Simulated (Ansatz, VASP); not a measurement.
One calculation of Mg3MnP3, two programs

```xyz
7
Lattice="5.5039 0.0000 0.0000 -2.7519 4.7665 0.0000 0.0000 0.0000 4.6703" Properties=species:S:1:pos:R:3 pbc="T T T"
Mg    2.7519    0.0000    2.3352
Mg   -1.3760    2.3832    2.3352
Mg    1.3760    2.3832    2.3352
Mn    0.0000    0.0000    0.0000
P     0.0000    3.1777    0.0000
P     2.7519    1.5888    4.6703
P     0.0000    0.0000    2.3352
```

Alike in both runs: functional PBE; k mesh 4 × 4 × 2; occupations gaussian, width 0.2 eV; collinear spin.

Ansatz relaxed the structure, and its values are those at the end. VASP's run is a single point on that final structure, the one shown.

|  | VASP | Ansatz |
| --- | --- | --- |
| version | VASP 6.6.1 | Ansatz 0.2.0 |
| potentials or method | VASP PAW PBE potentials, release 64 (Mg, Mn_pv, P), cutoff 520 eV | scalar-relativistic, plane waves, PAW |
| valence electrons in the cell | 34 | 60 |

VASP gave:

- gap on the k mesh at the Fermi level (eV): none
- pressure (GPa): 0.3
- net moment per atom (μB): 0.56
- size of the moment on the site where the two differ most (μB): 3.93

**Question.** Estimate Ansatz's values.

**Answer.** gap on the k mesh at the Fermi level (eV): none; pressure (GPa): 0.4; net moment per atom (μB): 0.56; size of the moment on the site where the two differ most (μB): 3.73.

Site moments also hang on the region over which each program counts them. A gap of «none» marks a metal or a gap that the smearing closes. VASP's potentials hold 34 valence electrons a cell and Ansatz's 60, so a difference there can come from the potentials and not from the codes.

The k mesh is coarse, so the values compare programs but aren't converged.
